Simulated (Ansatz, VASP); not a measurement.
One calculation of KCl, two programs

INCAR

```
  PREC = Accurate
  ENCUT = 520
  EDIFF = 1E-6
  ISMEAR = -1
  SIGMA = 0.02
  LREAL = F
  LASPH = T
  NELM = 100
  ALGO = Normal
  ISIF = 2
  LWAVE = F
  LCHARG = F
  GGA = PE
  NBANDS = 15
```

Contents of KPOINTS:

```
regular mesh
0
Gamma
  8 8 8
```

Contents of POSCAR:

```
KCl
1.0
    0.0000000000      3.1350992923      3.1350992923
    3.1350992923      0.0000000000      3.1350992923
    3.1350992923      3.1350992923      0.0000000000
K Cl
1 1
Direct
    0.0000000000      0.0000000000      0.0000000000
    0.5000000000      0.5000000000      0.5000000000
```

Input for Ansatz:

```yaml
crystal:
  lattice:
    - [0.0, 3.1350992923, 3.1350992923]
    - [3.1350992923, 0.0, 3.1350992923]
    - [3.1350992923, 3.1350992923, 0.0]
  atoms:
    - { symbol: K, position: [0.0, 0.0, 0.0] }
    - { symbol: Cl, position: [0.5, 0.5, 0.5] }
kpoints:
  mp_grid: { grid: [8, 8, 8] }
  band_path:
    path:
      - [0.0, 0.0, 0.0]
      - [0.5, 0.0, 0.5]
      - [0.625, 0.25, 0.625]
      - [0.375, 0.375, 0.75]
      - [0.5, 0.5, 0.5]
      - [0.5, 0.25, 0.75]
    npoints: 1
hamiltonian:
  xc: pbe
scf:
  occupations: { method: fermi_dirac, width: 0.02 }
  n_extra_bands: 4
output:
  forces: true
  stress: true
  eigenvalues: true
```

Change from the starting cell: hydrostatic strain -0.3%.

Alike in both runs: task single point; functional PBE; k mesh 8 × 8 × 8; occupations fermi-dirac, width 0.02 eV; no spin polarisation.

|  | VASP | Ansatz |
| --- | --- | --- |
| version | VASP 6.6.1 | Ansatz 0.2.0 |
| potentials or method | VASP PAW PBE potentials, release 64 (K_sv, Cl) | plane waves, PAW |
| plane-wave cutoff (eV) | 520 | 420 |
| valence electrons in the cell | 16 | 16 |

|  | VASP | Ansatz | Ansatz less VASP |
| --- | --- | --- | --- |
| gap on the k mesh at the Fermi level (eV) | 5.22 | 5.23 | +0.002 |
| pressure (GPa) | 1.0 | 1.0 | -0.03 |
